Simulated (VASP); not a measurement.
# AlN (Fm-3m) in VASP: settings compared

The runs below take AlN through single point, with PBEsol, revPBE.

The COD entry that gives the cell may itself be a prediction, so a difference from it is no test against experiment.

Everything below comes from runs of VASP 6.6.1. Logs are shortened: lines on timing, memory, paths and dates and some standing lists are left out, and cuts for length are marked.

### Step 1. The cell of the first run

The structure is cubic, space group Fm-3m (No. 225). The conventional cell has a = 3.938 Å, b = 3.938 Å, c = 3.938 Å, α = 90.00°, β = 90.00°, γ = 90.00°. Within 2.6 Å of Al (site symmetry m-3m) lie 6 N at 1.97 Å. Within 2.6 Å of N (site symmetry m-3m) lie 6 Al at 1.97 Å.

### Step 2. Single point, PBEsol

File INCAR:

```
PREC     = Accurate       # precision mode
ENCUT    = 600            # plane-wave cutoff, eV
EDIFF    = 1E-6           # SCF threshold, eV
ISMEAR   = 0              # smearing method
SIGMA    = 0.01           # smearing width, eV
LREAL    = False          # projectors in reciprocal space
LASPH    = True           # aspherical terms in the spheres
NELM     = 120            # most SCF steps
ALGO     = Normal         # electronic algorithm
ISIF     = 2              # what is computed and relaxed
LWAVE    = False          # write WAVECAR
LCHARG   = False          # write CHGCAR
GGA      = PS             # functional
NBANDS   = 11             # bands
GGA_COMPAT= False
```

File KPOINTS:

```
Automatic mesh
0
Gamma
  8 8 8
```

File POSCAR:

```
AlN
1.0
    0.0000000000      1.9690000000      1.9690000000
    1.9690000000      0.0000000000      1.9690000000
    1.9690000000      1.9690000000      0.0000000000
Al N
1 1
Direct
    0.0000000000      0.0000000000      0.0000000000
    0.5000000000      0.5000000000      0.5000000000
```

Potentials or basis: VASP PAW PBE potentials, release 64 (Al, N).

Command:

```
$ cat potpaw_PBE.64/Al/POTCAR potpaw_PBE.64/N/POTCAR > POTCAR
$ mpirun -np 1 vasp_std > vasp.out
```

OUTCAR:

```text
PREC = Accurate
   ENCUT = 600
   EDIFF = 1E-6
   ISMEAR = 0
   LREAL = False
   LASPH = True
   NELM = 120
   ISIF = 2
   GGA = PS

 ion  position               nearest neighbor table
   1  0.000  0.000  0.000-   2 1.97   2 1.97   2 1.97   2 1.97   2 1.97   2 1.97
   2  0.500  0.500  0.500-   1 1.97   1 1.97   1 1.97   1 1.97   1 1.97   1 1.97

  LATTYP: Found a face centered cubic cell.
 ALAT       =     3.9380000000

  Lattice vectors:

 A1 = (   0.0000000000,   1.9690000000,   1.9690000000)
 A2 = (   1.9690000000,   0.0000000000,   1.9690000000)
 A3 = (   1.9690000000,   1.9690000000,   0.0000000000)

Analysis of symmetry for initial positions (statically):
=====================================================================
 Subroutine PRICEL returns:
 Original cell was already a primitive cell.

 Routine SETGRP: Setting up the symmetry group for a
 face centered cubic supercell.

 Subroutine GETGRP returns: Found 48 space group operations
 (whereof 48 operations were pure point group operations)
 out of a pool of 48 trial point group operations.

The static configuration has the point symmetry O_h .

Analysis of symmetry for dynamics (positions and initial velocities):
=====================================================================
 Subroutine PRICEL returns:
 Original cell was already a primitive cell.

 Routine SETGRP: Setting up the symmetry group for a
 face centered cubic supercell.

 Subroutine GETGRP returns: Found 48 space group operations
 (whereof 48 operations were pure point group operations)
 out of a pool of 48 trial point group operations.

The dynamic configuration has the point symmetry O_h .

 Subroutine INISYM returns: Found 48 space group operations
 (whereof 48 operations are pure point group operations),
 and found     1 'primitive' translations

----------------------------------------------------------------------------------------

                                     Primitive cell

  volume of cell :      15.2675

  direct lattice vectors                    reciprocal lattice vectors
     0.000000000  1.969000000  1.969000000    -0.253936008  0.253936008  0.253936008
     1.969000000  0.000000000  1.969000000     0.253936008 -0.253936008  0.253936008
     1.969000000  1.969000000  0.000000000     0.253936008  0.253936008 -0.253936008

  length of vectors
     2.784586504  2.784586504  2.784586504     0.439830068  0.439830068  0.439830068

  position of ions in fractional coordinates (direct lattice)
     0.000000000  0.000000000  0.000000000
     0.500000000  0.500000000  0.500000000

  ion indices of the primitive-cell ions
   primitive index   ion index
                 1           1
                 2           2

----------------------------------------------------------------------------------------

 KPOINTS: Automatic mesh

Automatic generation of k-mesh.
 Grid dimensions read from file:
 generate k-points for:    8    8    8

 Generating k-lattice:

  Cartesian coordinates                     Fractional coordinates (reciprocal lattice)
    -0.031742001  0.031742001  0.031742001     0.125000000  0.000000000  0.000000000
     0.031742001 -0.031742001  0.031742001     0.000000000  0.125000000  0.000000000
     0.031742001  0.031742001 -0.031742001     0.000000000  0.000000000  0.125000000

  Length of vectors
     0.054978758  0.054978758  0.054978758

  Shift w.r.t. Gamma in fractional coordinates (k-lattice)
     0.000000000  0.000000000  0.000000000

 Subroutine IBZKPT returns following result:
 ===========================================

 Found     29 irreducible k-points:

 Following reciprocal coordinates:
            Coordinates               Weight
  0.000000  0.000000  0.000000      1.000000
  0.125000  0.000000  0.000000      8.000000
  0.250000  0.000000  0.000000      8.000000
  0.375000  0.000000  0.000000      8.000000
  0.500000  0.000000  0.000000      4.000000
  0.125000  0.125000  0.000000      6.000000
[... 16 lines left out ...]
  0.500000  0.250000  0.125000     48.000000
 -0.375000  0.250000  0.125000     24.000000
 [... further k-points ...]
   k-points           NKPTS =     29   k-points in BZ     NKDIM =     29   number of bands    NBANDS=     11
   number of dos      NEDOS =    301   number of ions     NIONS =      2
   total plane-waves  NPLWV =  13824
   dimension x,y,z NGX =    24 NGY =   24 NGZ =   24
   dimension x,y,z NGXF=    48 NGYF=   48 NGZF=   48
   ions per type =               1   1
   NGX,Y,Z   is equivalent  to a cutoff of  14.33, 14.33, 14.33 a.u.
   NGXF,Y,Z  is equivalent  to a cutoff of  28.66, 28.66, 28.66 a.u.
 SYSTEM =  unknown system
   PREC   = accura    normal or accurate (medium, high low for compatibility)
   ISTART =      0    job   : 0-new  1-cont  2-samecut
   ICHARG =      2    charge: 1-file 2-atom 10-const
   ISPIN  =      1    spin polarized calculation?
   LNONCOLLINEAR =      F non collinear calculations
   LSORBIT =      F    spin-orbit coupling
   LASPH  =      T    aspherical Exc in radial PAW
   ENCUT  =  600.0 eV  44.10 Ry    6.64 a.u.   5.56  5.56  5.56*2*pi/ulx,y,z
   NELM   =    120;   NELMIN=  2; NELMDL= -5     # of ELM steps
   EDIFF  = 0.1E-05   stopping-criterion for ELM
   LREAL  =      F    real-space projection
   EDIFFG = 0.1E-04   stopping-criterion for IOM
   NSW    =      0    number of steps for IOM
   IBRION =     -1    ionic relax: 0-MD 1-quasi-New 2-CG
   NFREE  =      0    steps in history (QN), initial steepest desc. (CG)
   ISIF   =      2    stress and relaxation
   ISYM   =      2    0-nonsym 1-usesym 2-fastsym
   POTIM  = 0.5000    time-step for ionic-motion
   TEBEG  =    0.0;   TEEND  =   0.0 temperature during run
   PSTRESS=    0.0 pullay stress
   NELECT =       8.0000    total number of electrons
   NUPDOWN=      -1.0000    fix difference up-down
   EMIN   =  10.00;   EMAX   =-10.00  energy-range for DOS
   EFERMI =   0.00;   METHOD = LEGACY
   ISMEAR =     0;   SIGMA  =   0.01  broadening in eV -4-tet -1-fermi 0-gaus
   EFERMI_NEDOS =   21; number of points for ismear=-14 and -15
   IALGO  =     38    algorithm
   IMIX   =      4    mixing-type and parameters
     AMIX     =   0.40;   BMIX     =  1.00
     AMIX_MAG =   1.60;   BMIX_MAG =  1.00
  volume/ion in A,a.u.               =       7.63        51.51
  Fermi-wavevector in a.u.,A,eV,Ry     =   1.319823  2.494104 23.700443  1.741933
  Thomas-Fermi vector in A             =   2.449694
   LORBIT       =      0    0 simple, 1 ext, 2 COOP (PROOUT), +10 PAW based schemes
   GGA     = PS    functional components
   LHFCALC =     F    Hartree Fock is set to
   AEXX    =    0.0000 exact exchange contribution
   IVDW    =     0    specifies the selected vdW correction
   LEPSILON=     F    determine dielectric tensor
   LRPA    =     F    only Hartree local field effects (RPA)
 non-spin polarized calculation
 Gauss-broadening in eV      SIGMA  =   0.01
  energy-cutoff  :      600.00
  volume of cell :       15.27
 maximum number of plane-waves:       531
 NGX is ok and might be reduce to    24
   NGX = 11   NGY = 11   NGZ = 11

 number of electron       8.0000000 magnetization

 Free energy of the ion-electron system (eV)
  ---------------------------------------------------
  ext. energy  EPLUGINS =         0.00000000
  ---------------------------------------------------
  free energy    TOTEN  =       -15.35677561 eV

  energy without entropy =      -15.35677561  energy(sigma->0) =      -15.35677561

 E-fermi :  10.9938     XC(G=0): -12.8304

 val. band max:       10.9498824889   @ k =   0.0000   0.0000   0.0000
 cond. band min:      15.9359773747   @ k =   0.5000   0.5000   0.0000
 fundamental gap:      4.9860948858
 Fermi energy:        10.9937727017

 k-point     1 :       0.0000    0.0000    0.0000
  band No.  band energies     occupation
      1      -7.3463      2.00000
      2      10.9499      2.00000
      3      10.9499      2.00000
      4      10.9499      2.00000
      5      17.8048      0.00000
      6      23.2203      0.00000
      7      23.2203      0.00000
      8      23.2203      0.00000
      9      28.5207      0.00000
     10      29.2213      0.00000
     11      29.2213      0.00000

 k-point     2 :       0.1250    0.0000    0.0000
  band No.  band energies     occupation
      1      -7.0001      2.00000
      2       9.4185      2.00000
      3      10.7331      2.00000
      4      10.7331      2.00000
      5      18.5598      0.00000
      6      22.1005      0.00000
      7      23.7152      0.00000
      8      23.7152      0.00000
      9      27.5109      0.00000
     10      27.5109      0.00000
     11      30.1369      0.00000

 k-point     3 :       0.2500    0.0000    0.0000
  band No.  band energies     occupation
      1      -6.0098      2.00000
      2       6.4019      2.00000
      3      10.2656      2.00000
      4      10.2656      2.00000
      5      18.4509      0.00000
      6      22.7321      0.00000
      7      23.7286      0.00000
      8      23.7286      0.00000
      9      27.6913      0.00000
     10      27.6913      0.00000
     11      29.1840      0.00000

 k-point     4 :       0.3750    0.0000    0.0000
  band No.  band energies     occupation
      1      -4.6047      2.00000
      2       3.4837      2.00000
      3       9.8575      2.00000
      4       9.8575      2.00000
      5      17.7545      0.00000
      6      22.8630      0.00000
      7      22.8630      0.00000
      8      24.5484      0.00000
      9      28.1835      0.00000
     10      30.3786      0.00000
     11      30.3786      0.00000

 k-point     5 :       0.5000    0.0000    0.0000
  band No.  band energies     occupation
      1      -3.7179      2.00000
      2       2.0557      2.00000
      3       9.7020      2.00000
      4       9.7020      2.00000
      5      17.5014      0.00000
      6      22.5027      0.00000
      7      22.5027      0.00000
      8      25.3831      0.00000
      9      27.8265      0.00000
     10      32.3834      0.00000
     11      32.3834      0.00000
[... 211 lines left out ...]
 k-point    21 :       0.5000    0.5000    0.0000
  band No.  band energies     occupation
      1      -2.6049      2.00000
      2       2.9518      2.00000
      3       7.9158      2.00000
      4       7.9158      2.00000
      5      15.9360      0.00000
      6      16.2869      0.00000
      7      25.9064      0.00000
      8      29.3898      0.00000
      9      29.3898      0.00000
     10      34.9664      0.00000
     11      38.7053      0.00000

 k-point    22 :       0.3750    0.2500    0.1250
  band No.  band energies     occupation
      1      -5.1878      2.00000
      2       6.0243      2.00000
      3       8.1311      2.00000
      4       9.6227      2.00000
      5      19.7877      0.00000
      6      20.5608      0.00000
      7      21.8566      0.00000
      8      25.6395      0.00000
      9      26.6814      0.00000
     10      31.2518      0.00000
     11      33.5922      0.00000

 k-point    23 :       0.5000    0.2500    0.1250
  band No.  band energies     occupation
      1      -3.9160      2.00000
      2       4.0913      2.00000
      3       7.1469      2.00000
      4       9.0422      2.00000
      5      19.7476      0.00000
      6      20.7084      0.00000
      7      22.3925      0.00000
      8      25.0329      0.00000
      9      28.6697      0.00000
     10      31.9336      0.00000
     11      33.9167      0.00000

 k-point    24 :      -0.3750    0.2500    0.1250
  band No.  band energies     occupation
      1      -3.1597      2.00000
      2       2.9812      2.00000
      3       6.9157      2.00000
      4       8.7595      2.00000
      5      19.8381      0.00000
      6      20.1127      0.00000
      7      23.9891      0.00000
      8      24.4853      0.00000
      9      29.8595      0.00000
     10      31.0064      0.00000
     11      34.3051      0.00000

 [... further k-points ...]

------------------------ aborting loop because EDIFF is reached ----------------------------------------

  FORCE on cell =-STRESS in cart. coord.  units (eV):
  Direction    XX          YY          ZZ          XY          YZ          ZX
  --------------------------------------------------------------------------------------
  -------------------------------------------------------------------------------------
  Total        2.3485649      2.3485649      2.3485649     -0.0000000     -0.0000000      0.0000000
  in kB      246.4597468    246.4597468    246.4597468     -0.0000000     -0.0000000      0.0000000
  external PRESSURE =     246.4597468 kB  Pullay stress =       0.0000000 kB

 VOLUME and BASIS-vectors are now :
 -----------------------------------------------------------------------------
  energy-cutoff  :      600.00
  volume of cell :       15.27
      direct lattice vectors                 reciprocal lattice vectors
     0.000000000  1.969000000  1.969000000    -0.253936008  0.253936008  0.253936008
     1.969000000  0.000000000  1.969000000     0.253936008 -0.253936008  0.253936008
     1.969000000  1.969000000  0.000000000     0.253936008  0.253936008 -0.253936008

 POSITION                                       TOTAL-FORCE (eV/Angst)
 -----------------------------------------------------------------------------------
      0.00000      0.00000      0.00000         0.000000     -0.000000      0.000000
      1.96900      1.96900      1.96900        -0.000000      0.000000     -0.000000
 -----------------------------------------------------------------------------------
    total drift:                               -0.000000     -0.000000      0.000000

  FREE ENERGIE OF THE ION-ELECTRON SYSTEM (eV)
  ---------------------------------------------------
  free  energy   TOTEN  =       -15.3567756120 eV

  energy  without entropy=      -15.3567756120  energy(sigma->0) =      -15.35677561
```

It used 11 s of CPU time on 1 thread of AMD EPYC 7R13 Processor (Zen 3), with other jobs on the host.

What came out:

- Free energy: -15.3568 eV
- Pressure: 24.6 GPa
- Band gap on the k mesh: 4.99 eV, indirect (least direct gap 6.85 eV)

Levels at points of the mesh, in eV from the valence-band top:
| k point | band 2 | band 3 | band 4 | band 5 | band 6 | band 7 |
| --- | --- | --- | --- | --- | --- | --- |
| (0.00, 0.00, 0.00) | 0.00 | 0.00 | 0.00 | 6.85 | 12.27 | 12.27 |
| (0.50, 0.00, 0.00) | -8.89 | -1.25 | -1.25 | 6.55 | 11.55 | 11.55 |
| (0.50, 0.50, 0.00) | -8.00 | -3.03 | -3.03 | 4.99 | 5.34 | 14.96 |

Caveat: the PAW data sets were made with another functional, which shifts forces and pressure a little.

### Step 3. Single point, revPBE

File INCAR:

```
PREC = Accurate
ENCUT = 600
EDIFF = 1E-6
ISMEAR = 0
SIGMA = 0.01
LREAL = F
LASPH = T
NELM = 120
ALGO = Normal
ISIF = 2
LWAVE = F
LCHARG = F
GGA = RE
NBANDS = 11
GGA_COMPAT = F
```

File KPOINTS:

```
regular mesh
0
Gamma
  8 8 8
```

POSCAR is that of step 2.

Potentials or basis: VASP PAW PBE potentials, release 64 (Al, N).

Command:

```
$ cat potpaw_PBE.64/Al/POTCAR potpaw_PBE.64/N/POTCAR > POTCAR
$ mpirun -np 1 vasp_std > vasp.out
```

OUTCAR:

```text
PREC = Accurate
   ENCUT = 600
   EDIFF = 1E-6
   ISMEAR = 0
   LREAL = F
   LASPH = T
   NELM = 120
   ISIF = 2
   GGA = RE

 ion  position               nearest neighbor table
   1  0.000  0.000  0.000-   2 1.97   2 1.97   2 1.97   2 1.97   2 1.97   2 1.97
   2  0.500  0.500  0.500-   1 1.97   1 1.97   1 1.97   1 1.97   1 1.97   1 1.97

  LATTYP: Found a face centered cubic cell.
 ALAT       =     3.9380000000

  Lattice vectors:

 A1 = (   0.0000000000,   1.9690000000,   1.9690000000)
 A2 = (   1.9690000000,   0.0000000000,   1.9690000000)
 A3 = (   1.9690000000,   1.9690000000,   0.0000000000)

Analysis of symmetry for initial positions (statically):
=====================================================================
 Subroutine PRICEL returns:
 Original cell was already a primitive cell.

 Routine SETGRP: Setting up the symmetry group for a
 face centered cubic supercell.

 Subroutine GETGRP returns: Found 48 space group operations
 (whereof 48 operations were pure point group operations)
 out of a pool of 48 trial point group operations.

The static configuration has the point symmetry O_h .
[... 171 lines left out ...]
      1      -7.2183      2.00000
      2      11.1131      2.00000
      3      11.1131      2.00000
      4      11.1131      2.00000
      5      17.9967      0.00000
      6      23.5331      0.00000
      7      23.5331      0.00000
      8      23.5331      0.00000
      9      28.8843      0.00000
     10      29.4797      0.00000
     11      29.4797      0.00000
[... 309 lines left out ...]
 k-point    24 :      -0.3750    0.2500    0.1250
  band No.  band energies     occupation
      1      -3.1073      2.00000
      2       3.2180      2.00000
      3       7.1138      2.00000
      4       8.9452      2.00000
      5      20.1146      0.00000
      6      20.4387      0.00000
      7      24.2906      0.00000
      8      24.8142      0.00000
      9      30.1905      0.00000
     10      31.3801      0.00000
     11      34.6779      0.00000

 [... further k-points ...]

------------------------ aborting loop because EDIFF is reached ----------------------------------------

  FORCE on cell =-STRESS in cart. coord.  units (eV):
  Direction    XX          YY          ZZ          XY          YZ          ZX
  --------------------------------------------------------------------------------------
  -------------------------------------------------------------------------------------
  Total        3.2113647      3.2113647      3.2113647      0.0000000      0.0000000      0.0000000
  in kB      337.0024599    337.0024599    337.0024599      0.0000000      0.0000000      0.0000000
  external PRESSURE =     337.0024599 kB  Pullay stress =       0.0000000 kB

 VOLUME and BASIS-vectors are now :
 -----------------------------------------------------------------------------
  energy-cutoff  :      600.00
  volume of cell :       15.27
      direct lattice vectors                 reciprocal lattice vectors
     0.000000000  1.969000000  1.969000000    -0.253936008  0.253936008  0.253936008
     1.969000000  0.000000000  1.969000000     0.253936008 -0.253936008  0.253936008
     1.969000000  1.969000000  0.000000000     0.253936008  0.253936008 -0.253936008

 POSITION                                       TOTAL-FORCE (eV/Angst)
 -----------------------------------------------------------------------------------
      0.00000      0.00000      0.00000         0.000000      0.000000     -0.000000
      1.96900      1.96900      1.96900        -0.000000     -0.000000      0.000000
 -----------------------------------------------------------------------------------
    total drift:                               -0.000000     -0.000000      0.000000

  FREE ENERGIE OF THE ION-ELECTRON SYSTEM (eV)
  ---------------------------------------------------
  free  energy   TOTEN  =       -13.7405764876 eV

  energy  without entropy=      -13.7405764876  energy(sigma->0) =      -13.74057649
```

It used 11 s of CPU time on 1 thread of AMD EPYC 7R13 Processor (Zen 3), on a shared host.

Results:

```yaml
Free_energy: -13.7406 eV
Pressure: 33.7 GPa
Band_gap_on_the_k_mesh: 5.15 eV, indirect (least direct gap 6.88 eV)
```

Levels at points of the mesh, in eV from the valence-band top:
| k point | band 1 | band 2 | band 3 | band 4 | band 5 | band 6 | band 7 | band 8 | band 9 |
| --- | --- | --- | --- | --- | --- | --- | --- | --- | --- |
| (0.00, 0.00, 0.00) | -18.33 | 0.00 | 0.00 | 0.00 | 6.88 | 12.42 | 12.42 | 12.42 | 17.77 |
| (0.50, 0.00, 0.00) | -14.77 | -8.82 | -1.24 | -1.24 | 6.65 | 11.72 | 11.72 | 14.58 | 17.10 |
| (0.50, 0.50, 0.00) | -13.68 | -7.93 | -3.01 | -3.01 | 5.15 | 5.49 | 15.11 | 18.65 | 18.65 |

Caveat: the PAW data sets were made with another functional, which shifts forces and pressure a little. A k mesh can miss the band edges.
